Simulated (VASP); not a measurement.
# Zn (P6_3/mmc) in VASP: a series of runs, part 2 of 3

VASP 6.6.1. Earlier steps stand in the parts before.

## (3) Single point, PBEsol

This run uses another cell than the first one, of the same volume but with other edges.

INCAR reads:

```
SYSTEM = Zn
PREC = Accurate
ENCUT = 520
EDIFF = 1E-6
ISMEAR = 0
SIGMA = 0.15
LREAL = .False.
LASPH = .True.
NELM = 60
ALGO = Fast
ISIF = 2
LWAVE = .False.
LCHARG = .True.
GGA = PS
LELF = .True.
LVHAR = .True.
NBANDS = 19
```

KPOINTS reads:

```
regular mesh
0
Gamma
  24 24 12
  0 0 0
```

POSCAR reads:

```
Zn
1.0
    2.8705666839      0.0000000000      0.0000000000
   -1.4352833419      2.4859836715      0.0000000000
    0.0000000000      0.0000000000      4.2629368325
Zn
2
Direct
    0.3333333333      0.6666666667      0.2500000000
    0.6666666667      0.3333333333      0.7500000000
```

Potentials or basis: VASP PAW PBE potentials, release 64 (Zn).

Command:

```sh
$ cat potpaw_PBE.64/Zn/POTCAR > POTCAR
$ mpirun -np 1 vasp_std > vasp.out
```

OUTCAR:

```text
SYSTEM = Zn
   PREC = Accurate
   ENCUT = 520
   EDIFF = 1E-6
   ISMEAR = 0
   LREAL = .False.
   LASPH = .True.
   NELM = 60
   ISIF = 2
   GGA = PS

 ion  position               nearest neighbor table
   1  0.333  0.667  0.250-   2 2.70   2 2.70   2 2.70   2 2.70   2 2.70   2 2.70
   2  0.667  0.333  0.750-   1 2.70   1 2.70   1 2.70   1 2.70   1 2.70   1 2.70

  LATTYP: Found a hexagonal cell.
 ALAT       =     2.8705666839
 C/A-ratio  =     1.4850506196

  Lattice vectors:

 A1 = (   2.8705666839,   0.0000000000,   0.0000000000)
 A2 = (  -1.4352833419,   2.4859836715,   0.0000000000)
 A3 = (   0.0000000000,   0.0000000000,   4.2629368325)

Analysis of symmetry for initial positions (statically):
=====================================================================
 Subroutine PRICEL returns:
 Original cell was already a primitive cell.

 Routine SETGRP: Setting up the symmetry group for a
 hexagonal supercell.

 Subroutine GETGRP returns: Found 24 space group operations
 (whereof 12 operations were pure point group operations)
 out of a pool of 24 trial point group operations.

The static configuration has the point symmetry D_3d.
 The point group associated with its full space group is D_6h.

Analysis of symmetry for dynamics (positions and initial velocities):
=====================================================================
 Subroutine PRICEL returns:
 Original cell was already a primitive cell.

 Routine SETGRP: Setting up the symmetry group for a
 hexagonal supercell.

 Subroutine GETGRP returns: Found 24 space group operations
 (whereof 12 operations were pure point group operations)
 out of a pool of 24 trial point group operations.

The dynamic configuration has the point symmetry D_3d.
 The point group associated with its full space group is D_6h.

 Subroutine INISYM returns: Found 24 space group operations
 (whereof 12 operations are pure point group operations),
 and found     1 'primitive' translations

[... 110 lines left out ...]
   EFERMI_NEDOS =   21; number of points for ismear=-14 and -15
   IALGO  =     68    algorithm
   IMIX   =      4    mixing-type and parameters
     AMIX     =   0.40;   BMIX     =  1.00
     AMIX_MAG =   1.60;   BMIX_MAG =  1.00
  volume/ion in A,a.u.               =      15.21       102.65
  Fermi-wavevector in a.u.,A,eV,Ry     =   1.512703  2.858594 31.133805  2.288270
  Thomas-Fermi vector in A             =   2.622592
   LORBIT       =      0    0 simple, 1 ext, 2 COOP (PROOUT), +10 PAW based schemes
   GGA     = PS    functional components
   LHFCALC =     F    Hartree Fock is set to
   AEXX    =    0.0000 exact exchange contribution
   IVDW    =     0    specifies the selected vdW correction
   LEPSILON=     F    determine dielectric tensor
   LRPA    =     F    only Hartree local field effects (RPA)
 non-spin polarized calculation
 RMM-DIIS sequential band-by-band and
 Gauss-broadening in eV      SIGMA  =   0.15
  energy-cutoff  :      520.00
  volume of cell :       30.42
 maximum number of plane-waves:       834
 NGX is ok and might be reduce to    24

 number of electron      24.0000041 magnetization

 Free energy of the ion-electron system (eV)
  ---------------------------------------------------
  ext. energy  EPLUGINS =         0.00000000
  ---------------------------------------------------
  free energy    TOTEN  =        -3.09491541 eV

  energy without entropy =       -3.08709805  energy(sigma->0) =       -3.09100673

 E-fermi :   3.0621     XC(G=0): -11.7078

 val. band max:        3.0540619890   @ k =   0.2917   0.2500   0.2500
 cond. band min:       3.0835271994   @ k =   0.4583   0.0833   0.4167
 fundamental gap:      0.0294652105
 Fermi energy:         3.0620910477

 k-point     1 :       0.0000    0.0000    0.0000
  band No.  band energies     occupation
      1      -7.4654      2.00000
      2      -5.3992      2.00000
      3      -4.6775      2.00000
      4      -4.6775      2.00000
      5      -4.5877      2.00000
      6      -4.5877      2.00000
[... 505 lines left out ...]
      6      -4.4272      2.00000
[... 11 lines left out ...]
     18      14.8151      0.00000
     19      17.7156      0.00000

 [... further k-points ...]

------------------------ aborting loop because EDIFF is reached ----------------------------------------

  FORCE on cell =-STRESS in cart. coord.  units (eV):
  Direction    XX          YY          ZZ          XY          YZ          ZX
  --------------------------------------------------------------------------------------
  -------------------------------------------------------------------------------------
  Total       -1.0925059     -1.0925059     -0.9185066     -0.0000000      0.0000000      0.0000000
  in kB      -57.5386344    -57.5386344    -48.3746718     -0.0000000      0.0000000      0.0000000
  external PRESSURE =     -54.4839802 kB  Pullay stress =       0.0000000 kB

 VOLUME and BASIS-vectors are now :
 -----------------------------------------------------------------------------
  energy-cutoff  :      520.00
  volume of cell :       30.42
      direct lattice vectors                 reciprocal lattice vectors
     2.870566684  0.000000000  0.000000000     0.348363271  0.201127628  0.000000000
    -1.435283342  2.485983672  0.000000000     0.000000000  0.402255257  0.000000000
     0.000000000  0.000000000  4.262936833     0.000000000  0.000000000  0.234580065

 POSITION                                       TOTAL-FORCE (eV/Angst)
 -----------------------------------------------------------------------------------
     -0.00000      1.65732      1.06573        -0.000000      0.000000      0.000000
      1.43528      0.82866      3.19720         0.000000     -0.000000      0.000000
 -----------------------------------------------------------------------------------
    total drift:                               -0.000000      0.000000     -0.000000

  FREE ENERGIE OF THE ION-ELECTRON SYSTEM (eV)
  ---------------------------------------------------
  free  energy   TOTEN  =        -3.0949154097 eV

  energy  without entropy=       -3.0870980454  energy(sigma->0) =       -3.09100673
```

stdout:

```text
POSCAR found type information on POSCAR Zn
 POSCAR found :  1 types and       2 ions
 scaLAPACK will be used
 -----------------------------------------------------------------------------
|                                                                             |
|                                                                             |
|     You enforced a specific xc type in the INCAR file but a different       |
|     I HOPE YOU KNOW WHAT YOU ARE DOING!                                     |
|                                                                             |
 -----------------------------------------------------------------------------

 LDA part: xc-table for (Slater+PW92), standard interpolation
 POSCAR, INCAR and KPOINTS ok, starting setup
 FFT: planning ... GRIDC
 FFT: planning ... GRID_SOFT
 FFT: planning ... GRID
 WAVECAR not read
 entering main loop
WARNING in EDDRMM: call to ZHEGV failed, returncode =   8  4     19
WARNING in EDDRMM: call to ZHEGV failed, returncode =   8  4     18
WARNING in EDDRMM: call to ZHEGV failed, returncode =   8  4     19
WARNING in EDDRMM: call to ZHEGV failed, returncode =   8  4     17
WARNING in EDDRMM: call to ZHEGV failed, returncode =   8  4     17
```

Wall time 3.2 min (1 thread of Intel Xeon 8259CL, shared host); peak memory 0.31 GiB.

Results:

```
Free energy            : -3.0949 eV
Pressure               : -5.4 GPa
Band gap on the k mesh : zero (bands 12 and 13 overlap by 2.79 eV)
```

Caveat: the cell stands under tension; the PAW data sets were made with another functional, which shifts forces and pressure a little.

(Part 2 of 3 ends here.)
